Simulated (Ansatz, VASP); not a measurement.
# LiCl in VASP and in Ansatz

Contents of INCAR:

```
ALGO = Normal
EDIFF = 1E-6
ENCUT = 520
GGA = PE
ISIF = 2
ISMEAR = 0
LASPH = True
LCHARG = False
LREAL = False
LWAVE = False
NBANDS = 12
NELM = 100
PREC = Accurate
SIGMA = 0.01
```

Contents of KPOINTS:

```
k-points
0
Gamma
  8 8 8
```

POSCAR

```
LiCl
1.0
    0.0000000000      2.5560369947      2.5560369947
    2.5560369947      0.0000000000      2.5560369947
    2.5560369947      2.5560369947      0.0000000000
Li Cl
1 1
Direct
    0.0000000000      0.0000000000      0.0000000000
    0.5000000000      0.5000000000      0.5000000000
```

Input for Ansatz:

```yaml
crystal:
  lattice:
    - [0.0, 2.5560369947, 2.5560369947]
    - [2.5560369947, 0.0, 2.5560369947]
    - [2.5560369947, 2.5560369947, 0.0]
  atoms:
    - { symbol: Li, position: [0.0, 0.0, 0.0] }
    - { symbol: Cl, position: [0.5, 0.5, 0.5] }
kpoints:
  mp_grid: { grid: [8, 8, 8] }
  band_path:
    path:
      - [0.0, 0.0, 0.0]
      - [0.5, 0.0, 0.5]
      - [0.625, 0.25, 0.625]
      - [0.375, 0.375, 0.75]
      - [0.5, 0.5, 0.5]
      - [0.5, 0.25, 0.75]
      - [-0.072917, 0.0, 0.072917]
    npoints: 1
hamiltonian:
  xc: pbe
scf:
  occupations: { method: fixed }
  n_extra_bands: 4
output:
  forces: true
  stress: true
  eigenvalues: true
```

Alike in both runs: task single point; functional PBE; k mesh 8 × 8 × 8; no spin polarisation.

|  | VASP | Ansatz |
| --- | --- | --- |
| version | VASP 6.6.1 | Ansatz 0.2.0 |
| potentials or method | VASP PAW PBE potentials, release 64 (Li_sv, Cl) | plane waves, PAW |
| plane-wave cutoff (eV) | 520 | 420 |
| occupations | gaussian, width 0.01 eV | fixed |
| valence electrons in the cell | 10 | 10 |

|  | VASP | Ansatz | Ansatz less VASP |
| --- | --- | --- | --- |
| gap on the k mesh at the Fermi level (eV) | 6.40 | 6.39 | -0.013 |

Noted on VASP's run: the cutoff is short for stress, so the pressure is rough.
